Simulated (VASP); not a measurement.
# C (Fd-3m) in VASP: notebook

The runs below take C through single point, with PBE.

All numbers are computed with VASP 6.6.1; they aren't measurements. Logs are shortened: lines on timing, memory, paths and dates and some standing lists are left out, and cuts for length are marked.

## Step 1: The cell of the first run

Symmetry: Fd-3m, No. 227, cubic system. The conventional cell has a = 3.571 Å, b = 3.571 Å, c = 3.571 Å, α = 90.00°, β = 90.00°, γ = 90.00°. Within 2.1 Å of C (site symmetry -43m) lie 4 C at 1.55 Å.

## Step 2: Single point, PBE

Input file INCAR:

```
PREC = Accurate
ENCUT = 520
EDIFF = 1E-6
ISMEAR = 0
SIGMA = 0.02
LREAL = False
LASPH = True
NELM = 100
ALGO = Normal
ISIF = 2
LWAVE = False
LCHARG = False
GGA = PE
NBANDS = 11
```

Input file KPOINTS:

```
Automatic mesh
0
Gamma
  12 12 12
```

Input file POSCAR:

```
C
1.0
    0.0000000000      1.7857368639      1.7857368639
    1.7857368639      0.0000000000      1.7857368639
    1.7857368639      1.7857368639      0.0000000000
C
2
Direct
    0.0000000000      0.0000000000      0.0000000000
    0.2500000000      0.2500000000      0.2500000000
```

Potentials or basis: VASP PAW PBE potentials, release 64 (C).

Command:

```bash
> cat potpaw_PBE.64/C/POTCAR > POTCAR
> mpirun -np 1 vasp_std > vasp.out
```

OUTCAR:

```text
PREC = Accurate
   ENCUT = 520
   EDIFF = 1E-6
   ISMEAR = 0
   LREAL = False
   LASPH = True
   NELM = 100
   ISIF = 2
   GGA = PE

 ion  position               nearest neighbor table
   1  0.000  0.000  0.000-   2 1.55   2 1.55   2 1.55   2 1.55
   2  0.250  0.250  0.250-   1 1.55   1 1.55   1 1.55   1 1.55

  LATTYP: Found a face centered cubic cell.
 ALAT       =     3.5714737278

  Lattice vectors:

 A1 = (   0.0000000000,   1.7857368639,   1.7857368639)
 A2 = (   1.7857368639,   0.0000000000,   1.7857368639)
 A3 = (   1.7857368639,   1.7857368639,   0.0000000000)

Analysis of symmetry for initial positions (statically):
=====================================================================
 Subroutine PRICEL returns:
 Original cell was already a primitive cell.

 Routine SETGRP: Setting up the symmetry group for a
 face centered cubic supercell.

 Subroutine GETGRP returns: Found 48 space group operations
 (whereof 24 operations were pure point group operations)
 out of a pool of 48 trial point group operations.

The static configuration has the point symmetry T_d .
 The point group associated with its full space group is O_h .

Analysis of symmetry for dynamics (positions and initial velocities):
=====================================================================
 Subroutine PRICEL returns:
 Original cell was already a primitive cell.

 Routine SETGRP: Setting up the symmetry group for a
 face centered cubic supercell.

 Subroutine GETGRP returns: Found 48 space group operations
 (whereof 24 operations were pure point group operations)
 out of a pool of 48 trial point group operations.

The dynamic configuration has the point symmetry T_d .
 The point group associated with its full space group is O_h .

 Subroutine INISYM returns: Found 48 space group operations
 (whereof 24 operations are pure point group operations),
 and found     1 'primitive' translations

----------------------------------------------------------------------------------------

                                     Primitive cell

  volume of cell :      11.3889

  direct lattice vectors                    reciprocal lattice vectors
     0.000000000  1.785736864  1.785736864    -0.279996460  0.279996460  0.279996460
     1.785736864  0.000000000  1.785736864     0.279996460 -0.279996460  0.279996460
     1.785736864  1.785736864  0.000000000     0.279996460  0.279996460 -0.279996460

  length of vectors
     2.525413292  2.525413292  2.525413292     0.484968094  0.484968094  0.484968094

  position of ions in fractional coordinates (direct lattice)
     0.000000000  0.000000000  0.000000000
     0.250000000  0.250000000  0.250000000

  ion indices of the primitive-cell ions
   primitive index   ion index
                 1           1
                 2           2

----------------------------------------------------------------------------------------

 KPOINTS: Automatic mesh

Automatic generation of k-mesh.
 Grid dimensions read from file:
 generate k-points for:   12   12   12

 Generating k-lattice:

  Cartesian coordinates                     Fractional coordinates (reciprocal lattice)
    -0.023333038  0.023333038  0.023333038     0.083333333  0.000000000  0.000000000
     0.023333038 -0.023333038  0.023333038     0.000000000  0.083333333  0.000000000
     0.023333038  0.023333038 -0.023333038     0.000000000  0.000000000  0.083333333

  Length of vectors
     0.040414008  0.040414008  0.040414008

  Shift w.r.t. Gamma in fractional coordinates (k-lattice)
     0.000000000  0.000000000  0.000000000

 Subroutine IBZKPT returns following result:
 ===========================================

 Found     72 irreducible k-points:

 Following reciprocal coordinates:
            Coordinates               Weight
  0.000000  0.000000  0.000000      1.000000
  0.083333  0.000000  0.000000      8.000000
  0.166667  0.000000  0.000000      8.000000
  0.250000  0.000000  0.000000      8.000000
  0.333333  0.000000  0.000000      8.000000
  0.416667  0.000000  0.000000      8.000000
[... 16 lines left out ...]
  0.500000  0.166667  0.000000     24.000000
 -0.416667  0.166667  0.000000     24.000000
 [... further k-points ...]
   k-points           NKPTS =     72   k-points in BZ     NKDIM =     72   number of bands    NBANDS=     11
   number of dos      NEDOS =    301   number of ions     NIONS =      2
   total plane-waves  NPLWV =   8000
   dimension x,y,z NGX =    20 NGY =   20 NGZ =   20
   dimension x,y,z NGXF=    40 NGYF=   40 NGZF=   40
   ions per type =               2
   NGX,Y,Z   is equivalent  to a cutoff of  13.17, 13.17, 13.17 a.u.
   NGXF,Y,Z  is equivalent  to a cutoff of  26.33, 26.33, 26.33 a.u.
 SYSTEM =  unknown system
   PREC   = accura    normal or accurate (medium, high low for compatibility)
   ISTART =      0    job   : 0-new  1-cont  2-samecut
   ICHARG =      2    charge: 1-file 2-atom 10-const
   ISPIN  =      1    spin polarized calculation?
   LNONCOLLINEAR =      F non collinear calculations
   LSORBIT =      F    spin-orbit coupling
   LASPH  =      T    aspherical Exc in radial PAW
   ENCUT  =  520.0 eV  38.22 Ry    6.18 a.u.   4.70  4.70  4.70*2*pi/ulx,y,z
   NELM   =    100;   NELMIN=  2; NELMDL= -5     # of ELM steps
   EDIFF  = 0.1E-05   stopping-criterion for ELM
   LREAL  =      F    real-space projection
   EDIFFG = 0.1E-04   stopping-criterion for IOM
   NSW    =      0    number of steps for IOM
   IBRION =     -1    ionic relax: 0-MD 1-quasi-New 2-CG
   NFREE  =      0    steps in history (QN), initial steepest desc. (CG)
   ISIF   =      2    stress and relaxation
   ISYM   =      2    0-nonsym 1-usesym 2-fastsym
   POTIM  = 0.5000    time-step for ionic-motion
   TEBEG  =    0.0;   TEEND  =   0.0 temperature during run
   PSTRESS=    0.0 pullay stress
   NELECT =       8.0000    total number of electrons
   NUPDOWN=      -1.0000    fix difference up-down
   EMIN   =  10.00;   EMAX   =-10.00  energy-range for DOS
   EFERMI =   0.00;   METHOD = LEGACY
   ISMEAR =     0;   SIGMA  =   0.02  broadening in eV -4-tet -1-fermi 0-gaus
   EFERMI_NEDOS =   21; number of points for ismear=-14 and -15
   IALGO  =     38    algorithm
   IMIX   =      4    mixing-type and parameters
     AMIX     =   0.40;   BMIX     =  1.00
     AMIX_MAG =   1.60;   BMIX_MAG =  1.00
  volume/ion in A,a.u.               =       5.69        38.43
  Fermi-wavevector in a.u.,A,eV,Ry     =   1.455272  2.750064 28.814625  2.117815
  Thomas-Fermi vector in A             =   2.572325
   LORBIT       =      0    0 simple, 1 ext, 2 COOP (PROOUT), +10 PAW based schemes
   GGA     = PE    functional components
   LHFCALC =     F    Hartree Fock is set to
   AEXX    =    0.0000 exact exchange contribution
   IVDW    =     0    specifies the selected vdW correction
   LEPSILON=     F    determine dielectric tensor
   LRPA    =     F    only Hartree local field effects (RPA)
 non-spin polarized calculation
 Gauss-broadening in eV      SIGMA  =   0.02
  energy-cutoff  :      520.00
  volume of cell :       11.39
 maximum number of plane-waves:       331
   NGX =  9   NGY =  9   NGZ =  9

 number of electron       7.9999999 magnetization

 Free energy of the ion-electron system (eV)
  ---------------------------------------------------
  ext. energy  EPLUGINS =         0.00000000
  ---------------------------------------------------
  free energy    TOTEN  =       -18.18576161 eV

  energy without entropy =      -18.18576161  energy(sigma->0) =      -18.18576161

 E-fermi :   9.7760     XC(G=0): -13.2309

 val. band max:        9.6724315490   @ k =   0.0000   0.0000   0.0000
 cond. band min:      13.8165439404   @ k =   0.3333   0.3333   0.0000
 fundamental gap:      4.1441123914
 Fermi energy:         9.7760310447

 k-point     1 :       0.0000    0.0000    0.0000
  band No.  band energies     occupation
      1     -11.7513      2.00000
      2       9.6724      2.00000
      3       9.6724      2.00000
      4       9.6724      2.00000
      5      15.2515      0.00000
      6      15.2515      0.00000
      7      15.2515      0.00000
      8      22.9134      0.00000
      9      28.9155      0.00000
     10      36.1634      0.00000
     11      36.1634      0.00000

 k-point     2 :       0.0833    0.0000    0.0000
  band No.  band energies     occupation
      1     -11.5595      2.00000
      2       8.4503      2.00000
      3       9.3514      2.00000
      4       9.3514      2.00000
      5      15.6725      0.00000
      6      15.6725      0.00000
      7      15.9617      0.00000
      8      23.0816      0.00000
      9      29.2356      0.00000
     10      34.0454      0.00000
     11      34.0454      0.00000

 k-point     3 :       0.1667    0.0000    0.0000
  band No.  band energies     occupation
      1     -10.9864      2.00000
      2       5.9274      2.00000
      3       8.6537      2.00000
      4       8.6537      2.00000
      5      16.5882      0.00000
      6      16.5882      0.00000
      7      17.0407      0.00000
      8      23.5654      0.00000
      9      29.9049      0.00000
     10      32.4540      0.00000
     11      32.4540      0.00000
[... 267 lines left out ...]
 k-point    23 :       0.5000    0.1667    0.0000
  band No.  band energies     occupation
      1      -6.0167      2.00000
      2      -2.3036      2.00000
      3       4.6997      2.00000
      4       5.7221      2.00000
      5      16.7555      0.00000
      6      20.3659      0.00000
      7      20.8489      0.00000
      8      23.9205      0.00000
      9      29.7671      0.00000
     10      33.4188      0.00000
     11      36.2101      0.00000

 k-point    24 :      -0.4167    0.1667    0.0000
  band No.  band energies     occupation
      1      -5.5902      2.00000
      2      -2.8160      2.00000
      3       4.2153      2.00000
      4       6.0987      2.00000
      5      17.1915      0.00000
      6      19.8780      0.00000
      7      20.8267      0.00000
      8      25.0668      0.00000
      9      29.0761      0.00000
     10      33.8162      0.00000
     11      34.1726      0.00000

 [... further k-points ...]

------------------------ aborting loop because EDIFF is reached ----------------------------------------

  FORCE on cell =-STRESS in cart. coord.  units (eV):
  Direction    XX          YY          ZZ          XY          YZ          ZX
  --------------------------------------------------------------------------------------
  -------------------------------------------------------------------------------------
  Total        0.0500541      0.0500541      0.0500541      0.0000000      0.0000000      0.0000000
  in kB        7.0415424      7.0415424      7.0415424      0.0000000      0.0000000      0.0000000
  external PRESSURE =       7.0415424 kB  Pullay stress =       0.0000000 kB

 VOLUME and BASIS-vectors are now :
 -----------------------------------------------------------------------------
  energy-cutoff  :      520.00
  volume of cell :       11.39
      direct lattice vectors                 reciprocal lattice vectors
     0.000000000  1.785736864  1.785736864    -0.279996460  0.279996460  0.279996460
     1.785736864  0.000000000  1.785736864     0.279996460 -0.279996460  0.279996460
     1.785736864  1.785736864  0.000000000     0.279996460  0.279996460 -0.279996460

 POSITION                                       TOTAL-FORCE (eV/Angst)
 -----------------------------------------------------------------------------------
      0.00000      0.00000      0.00000         0.000000     -0.000000      0.000000
      0.89287      0.89287      0.89287        -0.000000      0.000000     -0.000000
 -----------------------------------------------------------------------------------
    total drift:                                0.000000      0.000000      0.000000

  FREE ENERGIE OF THE ION-ELECTRON SYSTEM (eV)
  ---------------------------------------------------
  free  energy   TOTEN  =       -18.1857616059 eV

  energy  without entropy=      -18.1857616059  energy(sigma->0) =      -18.18576161
```

Run time: 5.6 s. Hardware: 1 thread of Intel Xeon Platinum 8559C (Emerald Rapids), shared host; peak memory 0.12 GiB.

What came out:

```yaml
Free_energy: -18.1858 eV
Pressure: 0.7 GPa
Band_gap_on_the_k_mesh: 4.14 eV, indirect (least direct gap 5.58 eV)
```

[end of part 1 of 2]
